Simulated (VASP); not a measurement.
# Ag (P6_3/mmc) in VASP: a series of runs

The runs below take Ag through single point, with PBE.

Everything below comes from runs of VASP 6.6.1. Logs are shortened: lines on timing, memory, paths and dates and some standing lists are left out, and cuts for length are marked.

## 1. The cell of the first run

It takes space group P6_3/mmc (No. 194, hexagonal). Conventional cell: a = 2.211 Å, b = 2.211 Å, c = 3.627 Å, α = 90.00°, β = 90.00°, γ = 120.00°. Ag (site symmetry -6m2) has 12 Ag at 2.21 to 2.22 Å within 2.9 Å.

## 2. Single point, PBE

Contents of INCAR:

```
PREC = Accurate
ENCUT = 520
EDIFF = 1E-6
ISMEAR = -1
SIGMA = 0.05
LREAL = F
LASPH = T
NELM = 100
ALGO = Normal
ISIF = 2
LWAVE = F
LCHARG = T
GGA = PE
LELF = T
LVHAR = T
NBANDS = 18
```

Contents of KPOINTS:

```
Automatic mesh
0
Gamma
  15 15 8
```

Contents of POSCAR:

```
Ag
1.0
    2.2110454160      0.0000000000      0.0000000000
   -1.1055227080      1.9148214991      0.0000000000
    0.0000000000      0.0000000000      3.6269570655
Ag
2
Direct
    0.3333333333      0.6666666667      0.2500000000
    0.6666666667      0.3333333333      0.7500000000
```

Potentials or basis: VASP PAW PBE potentials, release 64 (Ag).

On the command line:

```
$ cat potpaw_PBE.64/Ag/POTCAR > POTCAR
$ mpirun -np 1 vasp_std > vasp.out
```

OUTCAR:

```text
PREC = Accurate
   ENCUT = 520
   EDIFF = 1E-6
   ISMEAR = -1
   LREAL = F
   LASPH = T
   NELM = 100
   ISIF = 2
   GGA = PE

 ion  position               nearest neighbor table
   1  0.333  0.667  0.250-   2 2.22   2 2.22   2 2.22   2 2.22   2 2.22   2 2.22   2 3.13   2 3.13
                             2 3.13   2 3.13   2 3.13   2 3.13
   2  0.667  0.333  0.750-   1 2.22   1 2.22   1 2.22   1 2.22   1 2.22   1 2.22   1 3.13   1 3.13
                             1 3.13   1 3.13   1 3.13   1 3.13

  LATTYP: Found a hexagonal cell.
 ALAT       =     2.2110454160
 C/A-ratio  =     1.6403810791

  Lattice vectors:

 A1 = (   2.2110454160,   0.0000000000,   0.0000000000)
 A2 = (  -1.1055227080,   1.9148214991,   0.0000000000)
 A3 = (   0.0000000000,   0.0000000000,   3.6269570655)

Analysis of symmetry for initial positions (statically):
=====================================================================
 Subroutine PRICEL returns:
 Original cell was already a primitive cell.

 Routine SETGRP: Setting up the symmetry group for a
 hexagonal supercell.

 Subroutine GETGRP returns: Found 24 space group operations
 (whereof 12 operations were pure point group operations)
 out of a pool of 24 trial point group operations.

The static configuration has the point symmetry D_3d.
 The point group associated with its full space group is D_6h.

Analysis of symmetry for dynamics (positions and initial velocities):
=====================================================================
 Subroutine PRICEL returns:
 Original cell was already a primitive cell.

 Routine SETGRP: Setting up the symmetry group for a
 hexagonal supercell.

 Subroutine GETGRP returns: Found 24 space group operations
 (whereof 12 operations were pure point group operations)
 out of a pool of 24 trial point group operations.

The dynamic configuration has the point symmetry D_3d.
 The point group associated with its full space group is D_6h.

 Subroutine INISYM returns: Found 24 space group operations
 (whereof 12 operations are pure point group operations),
 and found     1 'primitive' translations

----------------------------------------------------------------------------------------

                                     Primitive cell

  volume of cell :      15.3557

  direct lattice vectors                    reciprocal lattice vectors
     2.211045416  0.000000000  0.000000000     0.452274744  0.261120945  0.000000000
    -1.105522708  1.914821499  0.000000000     0.000000000  0.522241891  0.000000000
     0.000000000  0.000000000  3.626957066     0.000000000  0.000000000  0.275713217

  length of vectors
     2.211045416  2.211045416  3.626957066     0.522241891  0.522241891  0.275713217

  position of ions in fractional coordinates (direct lattice)
     0.333333333  0.666666667  0.250000000
     0.666666667  0.333333333  0.750000000

  ion indices of the primitive-cell ions
   primitive index   ion index
                 1           1
                 2           2

----------------------------------------------------------------------------------------

 KPOINTS: Automatic mesh

Automatic generation of k-mesh.
 Grid dimensions read from file:
 generate k-points for:   15   15    8

 Generating k-lattice:

  Cartesian coordinates                     Fractional coordinates (reciprocal lattice)
     0.030151650  0.017408063  0.000000000     0.066666667 -0.000000000  0.000000000
     0.000000000  0.034816126  0.000000000     0.000000000  0.066666667  0.000000000
     0.000000000  0.000000000  0.034464152     0.000000000  0.000000000  0.125000000

  Length of vectors
     0.034816126  0.034816126  0.034464152

  Shift w.r.t. Gamma in fractional coordinates (k-lattice)
     0.000000000  0.000000000  0.000000000

 Subroutine IBZKPT returns following result:
 ===========================================

 Found    135 irreducible k-points:

 Following reciprocal coordinates:
            Coordinates               Weight
  0.000000  0.000000  0.000000      1.000000
  0.066667  0.000000  0.000000      6.000000
  0.133333  0.000000  0.000000      6.000000
  0.200000 -0.000000  0.000000      6.000000
  0.266667  0.000000  0.000000      6.000000
  0.333333  0.000000  0.000000      6.000000
[... 16 lines left out ...]
  0.333333  0.200000  0.000000     12.000000
  0.400000  0.200000  0.000000      6.000000
 [... further k-points ...]
   k-points           NKPTS =    135   k-points in BZ     NKDIM =    135   number of bands    NBANDS=     18
   number of dos      NEDOS =    301   number of ions     NIONS =      2
   total plane-waves  NPLWV =   7168
   dimension x,y,z NGX =    16 NGY =   16 NGZ =   28
   dimension x,y,z NGXF=    32 NGYF=   32 NGZF=   56
   ions per type =               2
   NGX,Y,Z   is equivalent  to a cutoff of  12.03, 12.03, 12.83 a.u.
   NGXF,Y,Z  is equivalent  to a cutoff of  24.06, 24.06, 25.67 a.u.
 SYSTEM =  unknown system
   PREC   = accura    normal or accurate (medium, high low for compatibility)
   ISTART =      0    job   : 0-new  1-cont  2-samecut
   ICHARG =      2    charge: 1-file 2-atom 10-const
   ISPIN  =      1    spin polarized calculation?
   LNONCOLLINEAR =      F non collinear calculations
   LSORBIT =      F    spin-orbit coupling
   LASPH  =      T    aspherical Exc in radial PAW
   ENCUT  =  520.0 eV  38.22 Ry    6.18 a.u.   4.11  4.11  6.74*2*pi/ulx,y,z
   NELM   =    100;   NELMIN=  2; NELMDL= -5     # of ELM steps
   EDIFF  = 0.1E-05   stopping-criterion for ELM
   LREAL  =      F    real-space projection
   EDIFFG = 0.1E-04   stopping-criterion for IOM
   NSW    =      0    number of steps for IOM
   IBRION =     -1    ionic relax: 0-MD 1-quasi-New 2-CG
   NFREE  =      0    steps in history (QN), initial steepest desc. (CG)
   ISIF   =      2    stress and relaxation
   ISYM   =      2    0-nonsym 1-usesym 2-fastsym
   POTIM  = 0.5000    time-step for ionic-motion
   TEBEG  =    0.0;   TEEND  =   0.0 temperature during run
   PSTRESS=    0.0 pullay stress
   NELECT =      22.0000    total number of electrons
   NUPDOWN=      -1.0000    fix difference up-down
   EMIN   =  10.00;   EMAX   =-10.00  energy-range for DOS
   EFERMI =   0.00;   METHOD = LEGACY
   ISMEAR =    -1;   SIGMA  =   0.05  broadening in eV -4-tet -1-fermi 0-gaus
   EFERMI_NEDOS =   21; number of points for ismear=-14 and -15
   IALGO  =     38    algorithm
   IMIX   =      4    mixing-type and parameters
     AMIX     =   0.40;   BMIX     =  1.00
     AMIX_MAG =   1.60;   BMIX_MAG =  1.00
  volume/ion in A,a.u.               =       7.68        51.81
  Fermi-wavevector in a.u.,A,eV,Ry     =   1.845552  3.487587 46.342285  3.406062
  Thomas-Fermi vector in A             =   2.896790
   LORBIT       =      0    0 simple, 1 ext, 2 COOP (PROOUT), +10 PAW based schemes
   GGA     = PE    functional components
   LHFCALC =     F    Hartree Fock is set to
   AEXX    =    0.0000 exact exchange contribution
   IVDW    =     0    specifies the selected vdW correction
   LEPSILON=     F    determine dielectric tensor
   LRPA    =     F    only Hartree local field effects (RPA)
 non-spin polarized calculation
  energy-cutoff  :      520.00
  volume of cell :       15.36
 maximum number of plane-waves:       426
   NGX =  9   NGY =  9   NGZ = 13

 number of electron      22.0000010 magnetization

 Free energy of the ion-electron system (eV)
  ---------------------------------------------------
  ext. energy  EPLUGINS =         0.00000000
  ---------------------------------------------------
  free energy    TOTEN  =        15.37042649 eV

  energy without entropy =       15.37113284  energy(sigma->0) =       15.37077967

 E-fermi :  27.5420     XC(G=0): -17.6422

 val. band max:       27.4616577615   @ k =   0.2667   0.2000   0.3750
 cond. band min:      27.7665289835   @ k =   0.4667   0.0667   0.1250
 fundamental gap:      0.3048712220
 Fermi energy:        27.5420087927

 k-point     1 :       0.0000    0.0000    0.0000
  band No.  band energies     occupation
      1      10.7480      2.00000
      2      11.0318      2.00000
      3      15.6744      2.00000
      4      15.9694      2.00000
      5      15.9694      2.00000
      6      16.9616      2.00000
[... 10 lines left out ...]
     17      52.8106      0.00000
     18      52.8106      0.00000

 k-point     2 :       0.0667    0.0000    0.0000
  band No.  band energies     occupation
      1      11.0095      2.00000
      2      11.2380      2.00000
      3      15.3207      2.00000
      4      16.1950      2.00000
      5      16.2633      2.00000
      6      16.8413      2.00000
[... 10 lines left out ...]
     17      50.6028      0.00000
     18      53.1282      0.00000

 k-point     3 :       0.1333    0.0000    0.0000
  band No.  band energies     occupation
      1      11.6533      2.00000
      2      11.8037      2.00000
      3      14.7798      2.00000
      4      16.4049      2.00000
      5      16.8555      2.00000
      6      16.9801      2.00000
[... 10 lines left out ...]
     17      48.0281      0.00000
     18      51.5192      0.00000

 k-point     4 :       0.2000   -0.0000    0.0000
  band No.  band energies     occupation
      1      11.9941      2.00000
      2      12.6421      2.00000
      3      14.6031      2.00000
      4      15.4296      2.00000
      5      16.1753      2.00000
      6      17.1786      2.00000
[... 375 lines left out ...]
      4      15.2257      2.00000
      5      15.6605      2.00000
      6      17.1845      2.00000
[... 10 lines left out ...]
     17      47.2745      0.00000
     18      47.6626      0.00000

 k-point    23 :       0.3333    0.2000    0.0000
  band No.  band energies     occupation
      1      11.5256      2.00000
      2      12.3279      2.00000
      3      13.6695      2.00000
      4      15.2948      2.00000
      5      16.2930      2.00000
      6      16.6627      2.00000
[... 10 lines left out ...]
     17      45.8230      0.00000
     18      46.8961      0.00000

 k-point    24 :       0.4000    0.2000    0.0000
  band No.  band energies     occupation
      1      11.3562      2.00000
      2      12.2196      2.00000
      3      13.6925      2.00000
      4      15.3874      2.00000
      5      16.4118      2.00000
      6      16.5605      2.00000
[... 10 lines left out ...]
     17      44.9135      0.00000
     18      46.5896      0.00000

 [... further k-points ...]
[... 5 lines left out ...]
  --------------------------------------------------------------------------------------
  -------------------------------------------------------------------------------------
  Total       74.8763000     74.8763000     74.9582380      0.0000000      0.0000000      0.0000000
  in kB     7812.4380260   7812.4380253   7820.9872686      0.0000000      0.0000000      0.0000000
  external PRESSURE =    7815.2877733 kB  Pullay stress =       0.0000000 kB

 VOLUME and BASIS-vectors are now :
 -----------------------------------------------------------------------------
  energy-cutoff  :      520.00
  volume of cell :       15.36
      direct lattice vectors                 reciprocal lattice vectors
     2.211045416  0.000000000  0.000000000     0.452274744  0.261120945  0.000000000
    -1.105522708  1.914821499  0.000000000     0.000000000  0.522241891  0.000000000
     0.000000000  0.000000000  3.626957066     0.000000000  0.000000000  0.275713217

 POSITION                                       TOTAL-FORCE (eV/Angst)
 -----------------------------------------------------------------------------------
     -0.00000      1.27655      0.90674        -0.000000     -0.000000      0.000000
      1.10552      0.63827      2.72022         0.000000      0.000000      0.000000
 -----------------------------------------------------------------------------------
    total drift:                                0.000000     -0.000000     -0.000000

  FREE ENERGIE OF THE ION-ELECTRON SYSTEM (eV)
  ---------------------------------------------------
  free  energy   TOTEN  =        15.3704264924 eV

  energy  without entropy=       15.3711328401  energy(sigma->0) =       15.37077967
```

Wall time 14 s (1 thread of AMD EPYC 9R45 (Zen 5), shared host); peak memory 0.11 GiB.

The run converged, but its numbers aren't listed here, since they failed a check.

(Continued in part 2 of 2.)
